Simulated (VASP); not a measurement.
# AlNi3 (Pm-3m) in VASP: single point with LDA

Aim: the single point of AlNi3 with LDA.

All numbers are computed with VASP 6.6.1; they aren't measurements. Logs are shortened: lines on timing, memory, paths and dates and some standing lists are left out, and cuts for length are marked.

## Step 1: The cell of the first run

It takes space group Pm-3m (No. 221, cubic). Conventional cell: a = 3.568 Å, b = 3.568 Å, c = 3.568 Å, α = 90.00°, β = 90.00°, γ = 90.00°. Al (site symmetry m-3m) has 12 Ni at 2.52 Å within 3.3 Å. Ni (site symmetry 4/mmm) has 4 Al at 2.52 Å and 8 Ni at 2.52 Å within 3.3 Å.

## Step 2: Single point, LDA, collinear spin, ferromagnetic start

INCAR reads:

```
SYSTEM = AlNi3
PREC = Accurate
ENCUT = 520
EDIFF = 1E-6
ISMEAR = 0
SIGMA = 0.1
LREAL = .FALSE.
LASPH = .TRUE.
NELM = 150
ALGO = Normal
ISIF = 2
LWAVE = .FALSE.
LCHARG = .FALSE.
ISPIN = 2
MAGMOM = 0 0.5 0.5 0.5
LORBIT = 11
LMAXMIX = 4
GGA = CA
NBANDS = 28
```

KPOINTS reads:

```
Automatic mesh
0
G
  10 10 10
  0 0 0
```

POSCAR reads:

```
AlNi3
1.0
    3.5680000000      0.0000000000      0.0000000000
    0.0000000000      3.5680000000      0.0000000000
    0.0000000000      0.0000000000      3.5680000000
Al Ni
1 3
Direct
    0.0000000000      0.0000000000      0.0000000000
    0.0000000000      0.5000000000      0.5000000000
    0.5000000000      0.0000000000      0.5000000000
    0.5000000000      0.5000000000      0.0000000000
```

Potentials or basis: VASP PAW LDA potentials, release 64 (Al, Ni).

Command:

```bash
> cat potpaw_LDA.64/Al/POTCAR potpaw_LDA.64/Ni/POTCAR > POTCAR
> mpirun -np 1 vasp_std > vasp.out
```

OUTCAR:

```text
SYSTEM = AlNi3
   PREC = Accurate
   ENCUT = 520
   EDIFF = 1E-6
   ISMEAR = 0
   LREAL = .FALSE.
   LASPH = .TRUE.
   NELM = 150
   ISIF = 2
   ISPIN = 2
   LORBIT = 11
   GGA = CA

 ion  position               nearest neighbor table
   1  0.000  0.000  0.000-   2 2.52   3 2.52   4 2.52   2 2.52   3 2.52   2 2.52   4 2.52   2 2.52
                             3 2.52   4 2.52   3 2.52   4 2.52
   2  0.000  0.500  0.500-   1 2.52   3 2.52   4 2.52   1 2.52   4 2.52   1 2.52   3 2.52   1 2.52
                             3 2.52   4 2.52   4 2.52   3 2.52
   3  0.500  0.000  0.500-   1 2.52   2 2.52   4 2.52   1 2.52   4 2.52   2 2.52   4 2.52   4 2.52
                             1 2.52   2 2.52   1 2.52   2 2.52
   4  0.500  0.500  0.000-   1 2.52   2 2.52   3 2.52   2 2.52   3 2.52   1 2.52   3 2.52   3 2.52
                             1 2.52   2 2.52   2 2.52   1 2.52

  LATTYP: Found a simple cubic cell.
 ALAT       =     3.5680000000

  Lattice vectors:

 A1 = (   3.5680000000,   0.0000000000,   0.0000000000)
 A2 = (   0.0000000000,   3.5680000000,   0.0000000000)
 A3 = (   0.0000000000,   0.0000000000,   3.5680000000)

Analysis of symmetry for initial positions (statically):
=====================================================================
 Subroutine PRICEL returns:
 Original cell was already a primitive cell.

 Routine SETGRP: Setting up the symmetry group for a
 simple cubic supercell.

 Subroutine GETGRP returns: Found 48 space group operations
 (whereof 48 operations were pure point group operations)
 out of a pool of 48 trial point group operations.

The static configuration has the point symmetry O_h .

Analysis of symmetry for dynamics (positions and initial velocities):
=====================================================================
 Subroutine PRICEL returns:
 Original cell was already a primitive cell.

 Routine SETGRP: Setting up the symmetry group for a
 simple cubic supercell.

 Subroutine GETGRP returns: Found 48 space group operations
 (whereof 48 operations were pure point group operations)
 out of a pool of 48 trial point group operations.

The dynamic configuration has the point symmetry O_h .

Analysis of structural, dynamic, and magnetic symmetry:
=====================================================================
 Subroutine PRICEL returns:
 Original cell was already a primitive cell.

 Routine SETGRP: Setting up the symmetry group for a
 simple cubic supercell.

 Subroutine GETGRP returns: Found 48 space group operations
 (whereof 48 operations were pure point group operations)
 out of a pool of 48 trial point group operations.

The overall configuration has the point symmetry O_h .

 Subroutine INISYM returns: Found 48 space group operations
[... 132 lines left out ...]
 spin polarized calculation
 Gauss-broadening in eV      SIGMA  =   0.10
  energy-cutoff  :      520.00
  volume of cell :       45.42
 maximum number of plane-waves:      1246
 NGX is ok and might be reduce to    28
   NGX = 13   NGY = 13   NGZ = 13

 number of electron      33.0000021 magnetization       0.5632455

 Free energy of the ion-electron system (eV)
  ---------------------------------------------------
  ext. energy  EPLUGINS =         0.00000000
  ---------------------------------------------------
  free energy    TOTEN  =       -25.69065070 eV

  energy without entropy =      -25.66665143  energy(sigma->0) =      -25.67865107

 E-fermi :   9.0870     XC(G=0): -12.9505

 val. band max:        9.0852108961   @ k =   0.2000   0.1000   0.0000
 cond. band min:       9.0934488898   @ k =   0.0000   0.0000   0.0000
 fundamental gap:      0.0082379938
 Fermi energy:         9.0870343691

 spin component 1

 k-point     1 :       0.0000    0.0000    0.0000
  band No.  band energies     occupation
      1      -0.7554      1.00000
      2       4.8742      1.00000
      3       5.5408      1.00000
      4       5.5408      1.00000
      5       5.8940      1.00000
      6       5.8940      1.00000
[... 733 lines left out ...]
     27      21.7276      0.00000
     28      23.7577      0.00000

 [... further k-points ...]

 spin component 2

 k-point     1 :       0.0000    0.0000    0.0000
  band No.  band energies     occupation
      1      -0.7540      1.00000
      2       4.9644      1.00000
      3       5.6560      1.00000
      4       5.6560      1.00000
      5       6.0777      1.00000
      6       6.0777      1.00000
[... 733 lines left out ...]
     27      21.7620      0.00000
     28      23.7794      0.00000

 [... further k-points ...]

------------------------ aborting loop because EDIFF is reached ----------------------------------------

  FORCE on cell =-STRESS in cart. coord.  units (eV):
  Direction    XX          YY          ZZ          XY          YZ          ZX
  --------------------------------------------------------------------------------------
  -------------------------------------------------------------------------------------
  Total       -3.8677023     -3.8677023     -3.8677023      0.0000000     -0.0000000      0.0000000
  in kB     -136.4234674   -136.4234674   -136.4234674      0.0000000     -0.0000000      0.0000000
  external PRESSURE =    -136.4234674 kB  Pullay stress =       0.0000000 kB

 VOLUME and BASIS-vectors are now :
 -----------------------------------------------------------------------------
  energy-cutoff  :      520.00
  volume of cell :       45.42
      direct lattice vectors                 reciprocal lattice vectors
     3.568000000  0.000000000  0.000000000     0.280269058  0.000000000  0.000000000
     0.000000000  3.568000000  0.000000000     0.000000000  0.280269058  0.000000000
     0.000000000  0.000000000  3.568000000     0.000000000  0.000000000  0.280269058

 POSITION                                       TOTAL-FORCE (eV/Angst)
 -----------------------------------------------------------------------------------
      0.00000      0.00000      0.00000         0.000000      0.000000      0.000000
      0.00000      1.78400      1.78400         0.000000      0.000000      0.000000
      1.78400      0.00000      1.78400         0.000000      0.000000      0.000000
      1.78400      1.78400      0.00000         0.000000      0.000000      0.000000
 -----------------------------------------------------------------------------------
    total drift:                                0.000000      0.000000      0.000000

  FREE ENERGIE OF THE ION-ELECTRON SYSTEM (eV)
  ---------------------------------------------------
  free  energy   TOTEN  =       -25.6906507033 eV

  energy  without entropy=      -25.6666514290  energy(sigma->0) =      -25.67865107

 total charge

# of ion       s       p       d       tot
------------------------------------------
    1        0.411   0.391   0.000   0.802
    2        0.494   0.508   8.395   9.397
    3        0.494   0.508   8.395   9.397
    4        0.494   0.508   8.395   9.397
--------------------------------------------------
tot          1.891   1.915  25.186  28.992

 magnetization (x)

# of ion       s       p       d       tot
------------------------------------------
    1        0.000  -0.005   0.000  -0.005
    2       -0.001  -0.003   0.200   0.195
    3       -0.001  -0.003   0.200   0.195
    4       -0.001  -0.003   0.200   0.195
--------------------------------------------------
tot         -0.004  -0.015   0.600   0.580
```

OSZICAR:

```text
N       E                     dE             d eps       ncg     rms          rms(c)
DAV:   1     0.194567592605E+03    0.19457E+03   -0.13848E+04  6440   0.151E+03
DAV:   2    -0.172258429749E+02   -0.21179E+03   -0.19592E+03  6284   0.295E+02
DAV:   3    -0.297523965300E+02   -0.12527E+02   -0.11658E+02  6980   0.903E+01
DAV:   4    -0.299705934616E+02   -0.21820E+00   -0.21782E+00  7172   0.115E+01
DAV:   5    -0.299777277329E+02   -0.71343E-02   -0.71337E-02  7456   0.180E+00    0.197E+01
DAV:   6    -0.312433891010E+02   -0.12657E+01   -0.33688E+01  7276   0.105E+02    0.217E+01
DAV:   7    -0.257639181456E+02    0.54795E+01   -0.12736E+01  7472   0.574E+01    0.221E+00
DAV:   8    -0.257158212967E+02    0.48097E-01   -0.22515E-01  6740   0.298E+00    0.126E+00
DAV:   9    -0.256907465064E+02    0.25075E-01   -0.16813E-02  8920   0.165E+00    0.432E-01
DAV:  10    -0.256898970316E+02    0.84947E-03   -0.11695E-03  7084   0.271E-01    0.169E-01
DAV:  11    -0.256899345903E+02   -0.37559E-04   -0.30065E-04  8448   0.212E-01    0.175E-01
DAV:  12    -0.256900536435E+02   -0.11905E-03   -0.49867E-05  8704   0.941E-02    0.153E-01
DAV:  13    -0.256903491407E+02   -0.29550E-03   -0.14115E-04  7760   0.206E-01    0.146E-01
DAV:  14    -0.256906497557E+02   -0.30061E-03   -0.50823E-04  7580   0.383E-01    0.662E-02
DAV:  15    -0.256906247813E+02    0.24974E-04   -0.57453E-05  7476   0.941E-02    0.446E-02
DAV:  16    -0.256906482022E+02   -0.23421E-04   -0.25002E-05  7376   0.898E-02    0.108E-02
DAV:  17    -0.256906506975E+02   -0.24952E-05   -0.62104E-06  7000   0.295E-02    0.334E-03
DAV:  18    -0.256906507033E+02   -0.57958E-08   -0.61545E-07  3444   0.113E-02
   1 F= -.25690651E+02 E0= -.25678651E+02  d E =-.239993E-01  mag=     0.5602
```

Run time: 4.8 min. Hardware: 1 thread of Intel Xeon 8259CL, shared host; peak memory 0.22 GiB.

What came out:

```
Free energy                                           : -25.6907 eV
Pressure                                              : -13.6 GPa
Net moment                                            : 0.56 μB per cell
Site moments                                          : Al -0.01; Ni +0.20 μB
Valence electrons inside the program's atomic spheres : Al 0.80; Ni 9.40
```

Levels at points of the mesh, in eV from the Fermi level:
Spin up:
```csv
k point,band 13,band 14,band 15,band 16,band 17,band 18,band 19,band 20,band 21,band 22
"(0.00, 0.00, 0.00)",-0.19,0.02,0.02,0.02,0.92,0.92,0.92,6.59,6.59,7.23
"(0.50, 0.00, 0.00)",-1.13,-1.09,-0.97,-0.43,0.02,5.51,5.51,5.61,5.61,6.52
"(0.50, 0.50, 0.00)",-1.22,-1.12,-0.90,-0.88,-0.51,0.91,0.91,8.12,8.18,8.18
"(0.50, 0.50, 0.50)",-1.21,-1.00,-1.00,-0.16,-0.16,-0.16,-0.09,3.37,4.04,4.04
```
Spin down:
| k point | band 13 | band 14 | band 15 | band 16 | band 17 | band 18 | band 19 | band 20 |
| --- | --- | --- | --- | --- | --- | --- | --- | --- |
| (0.00, 0.00, 0.00) | 0.01 | 0.28 | 0.28 | 0.28 | 0.92 | 0.92 | 0.92 | 6.67 |
| (0.50, 0.00, 0.00) | -0.93 | -0.93 | -0.79 | -0.27 | 0.28 | 5.56 | 5.56 | 5.66 |
| (0.50, 0.50, 0.00) | -1.07 | -1.01 | -0.75 | -0.63 | -0.39 | 1.10 | 1.10 | 8.16 |
| (0.50, 0.50, 0.50) | -1.07 | -0.85 | -0.85 | -0.08 | 0.07 | 0.07 | 0.07 | 3.45 |
